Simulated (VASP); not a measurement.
# Sr (P6_3/mmc) in VASP: a series of runs, part 2 of 2

VASP 6.6.1. The steps go on from the part before.

## 3. Single point, r2SCAN (strain +0.030 along x and y, +0.015 along z)

File POSCAR:

```
Sr
1.0
    4.4393002273      0.0000000000      0.0000000000
   -2.2196501137      3.8445467718      0.0000000000
    0.0000000000      0.0000000000      7.1557500000
Sr
2
Direct
    0.3333333333      0.6666666667      0.2500000000
    0.6666666667      0.3333333333      0.7500000000
```

File INCAR.step1:

```
SYSTEM = Sr
PREC     = Accurate       ! precision mode
ENCUT    = 520            ! plane-wave cutoff, eV
ISMEAR   = 0              ! smearing method
SIGMA    = 0.15           ! smearing width, eV
LREAL    = .False.        ! projectors in reciprocal space
LASPH    = .True.         ! aspherical terms in the spheres
NELM     = 80             ! most SCF steps
NBANDS   = 17             ! bands
GGA      = PE             ! functional
ALGO     = Normal         ! electronic algorithm
EDIFF    = 1E-4           ! SCF threshold, eV
LWAVE    = .True.         ! write WAVECAR
LCHARG   = .False.        ! write CHGCAR
```

File INCAR.step2:

```
SYSTEM = Sr
PREC     = Accurate       ! precision mode
ENCUT    = 520            ! plane-wave cutoff, eV
EDIFF    = 1E-7           ! SCF threshold, eV
ISMEAR   = 0              ! smearing method
SIGMA    = 0.15           ! smearing width, eV
LREAL    = .False.        ! projectors in reciprocal space
LASPH    = .True.         ! aspherical terms in the spheres
NELM     = 80             ! most SCF steps
ALGO     = Normal         ! electronic algorithm
ISIF     = 2              ! what is computed and relaxed
LWAVE    = .False.        ! write WAVECAR
LCHARG   = .False.        ! write CHGCAR
METAGGA  = R2SCAN         ! meta-GGA
LMIXTAU  = .True.       
NBANDS   = 17             ! bands
ISTART   = 1
```

File KPOINTS:

```
Automatic mesh
0
Gamma
  12 12 8
  0 0 0
```

Potentials or basis: VASP PAW PBE potentials, release 64 (Sr_sv).

On the command line:

```console
> cat potpaw_PBE.64/Sr_sv/POTCAR > POTCAR
> cp INCAR.step1 INCAR
> mpirun -np 1 vasp_std > vasp.out
> cp INCAR.step2 INCAR
> mpirun -np 1 vasp_std > vasp.out
```

OUTCAR:

```text
SYSTEM = Sr
   PREC = Accurate
   ENCUT = 520
   EDIFF = 1E-7
   ISMEAR = 0
   LREAL = .False.
   LASPH = .True.
   NELM = 80
   ISIF = 2
   METAGGA = R2SCAN
   ISTART = 1

 ion  position               nearest neighbor table
   1  0.333  0.667  0.250-   2 4.40   2 4.40   2 4.40   2 4.40   2 4.40   2 4.40
   2  0.667  0.333  0.750-   1 4.40   1 4.40   1 4.40   1 4.40   1 4.40   1 4.40

  LATTYP: Found a hexagonal cell.
 ALAT       =     4.4393002273
 C/A-ratio  =     1.6119094528

  Lattice vectors:

 A1 = (   4.4393002273,   0.0000000000,   0.0000000000)
 A2 = (  -2.2196501137,   3.8445467718,   0.0000000000)
 A3 = (   0.0000000000,   0.0000000000,   7.1557500000)

Analysis of symmetry for initial positions (statically):
=====================================================================
 Subroutine PRICEL returns:
 Original cell was already a primitive cell.

 Routine SETGRP: Setting up the symmetry group for a
 hexagonal supercell.

 Subroutine GETGRP returns: Found 24 space group operations
 (whereof 12 operations were pure point group operations)
 out of a pool of 24 trial point group operations.

The static configuration has the point symmetry D_3d.
 The point group associated with its full space group is D_6h.

[... 156 lines left out ...]
  ext. energy  EPLUGINS =         0.00000000
  ---------------------------------------------------
  free energy    TOTEN  =       -30.18433800 eV

  energy without entropy =      -30.15665476  energy(sigma->0) =      -30.17049638

 E-fermi :   1.2852     XC(G=0):  -7.4686

 val. band max:        1.2633087170   @ k =   0.3333   0.3333   0.3750
 cond. band min:       1.2871006095   @ k =   0.1667   0.1667   0.0000
 fundamental gap:      0.0237918924
 Fermi energy:         1.2852383439

 k-point     1 :       0.0000    0.0000    0.0000
  band No.  band energies     occupation
      1     -36.9709      2.00000
      2     -36.9611      2.00000
      3     -18.3830      2.00000
      4     -18.2653      2.00000
      5     -18.2653      2.00000
      6     -18.2443      2.00000
[... 457 lines left out ...]
      4     -18.3298      2.00000
      5     -18.3218      2.00000
      6     -18.2878      2.00000
[... 9 lines left out ...]
     16       4.9668      0.00000
     17       4.9964      0.00000

 [... further k-points ...]
[... 5 lines left out ...]
  --------------------------------------------------------------------------------------
  -------------------------------------------------------------------------------------
  Total       -0.6246909     -0.6246909     -0.3387360      0.0000000      0.0000000      0.0000000
  in kB       -8.1952262     -8.1952262     -4.4438263      0.0000000      0.0000000      0.0000000
  external PRESSURE =      -6.9447595 kB  Pullay stress =       0.0000000 kB

 VOLUME and BASIS-vectors are now :
 -----------------------------------------------------------------------------
  energy-cutoff  :      520.00
  volume of cell :      122.13
      direct lattice vectors                 reciprocal lattice vectors
     4.439300227  0.000000000  0.000000000     0.225260728  0.130054342  0.000000000
    -2.219650114  3.844546772  0.000000000     0.000000000  0.260108684  0.000000000
     0.000000000  0.000000000  7.155750000     0.000000000  0.000000000  0.139747755

 POSITION                                       TOTAL-FORCE (eV/Angst)
 -----------------------------------------------------------------------------------
     -0.00000      2.56303      1.78894         0.000000     -0.000000      0.000000
      2.21965      1.28152      5.36681        -0.000000      0.000000      0.000000
 -----------------------------------------------------------------------------------
    total drift:                                0.000000     -0.000000      0.000000

  FREE ENERGIE OF THE ION-ELECTRON SYSTEM (eV)
  ---------------------------------------------------
  free  energy   TOTEN  =       -30.1843380019 eV

  energy  without entropy=      -30.1566547592  energy(sigma->0) =      -30.17049638
```

OUTCAR.step1:

```text
SYSTEM = Sr
   PREC = Accurate
   ENCUT = 520
   ISMEAR = 0
   LREAL = .False.
   LASPH = .True.
[... 705 lines left out ...]
     -0.00000      2.56303      1.78894        -0.000000      0.000000      0.000000
      2.21965      1.28152      5.36681         0.000000     -0.000000      0.000000
 -----------------------------------------------------------------------------------
    total drift:                                0.000000     -0.000000      0.000000

  FREE ENERGIE OF THE ION-ELECTRON SYSTEM (eV)
  ---------------------------------------------------
  free  energy   TOTEN  =        -3.2438500561 eV

  energy  without entropy=       -3.2158330187  energy(sigma->0) =       -3.22984154
```

OSZICAR.step1:

```text
N       E                     dE             d eps       ncg     rms          rms(c)
DAV:   1     0.108254126510E+03    0.10825E+03   -0.92394E+03  3230   0.969E+02
DAV:   2     0.551583508627E+01   -0.10274E+03   -0.10134E+03  4131   0.227E+02
DAV:   3    -0.298352972316E+01   -0.84994E+01   -0.84701E+01  5846   0.460E+01
DAV:   4    -0.322811488520E+01   -0.24459E+00   -0.24415E+00  4579   0.681E+00
DAV:   5    -0.323203201824E+01   -0.39171E-02   -0.39168E-02  5229   0.755E-01    0.147E+01
DAV:   6    -0.323894661748E+01   -0.69146E-02   -0.14868E-02  4392   0.124E+00    0.828E+00
DAV:   7    -0.324366841508E+01   -0.47218E-02   -0.25018E-02  3920   0.161E+00    0.446E-01
DAV:   8    -0.324378862024E+01   -0.12021E-03   -0.33930E-03  5257   0.304E-01    0.149E-01
DAV:   9    -0.324385005611E+01   -0.61436E-04   -0.14203E-04  3608   0.672E-02
   1 F= -.32438501E+01 E0= -.32298415E+01  d E =-.280170E-01
```

Run time: 22 min. Hardware: 1 thread of Oxide Virtual Turin-like, shared host; peak memory 0.34 GiB.

Results:

| Item | Value |
| --- | --- |
| Free energy | -30.1843 eV |
| Pressure | -0.7 GPa |
| Band gap on the k mesh | zero (bands 10 and 11 overlap by 0.45 eV) |

Caveat: the cell differs from its parent crystal (strain +0.030 along x and y, +0.015 along z); the PAW data sets were made with another functional, which shifts forces and pressure a little.
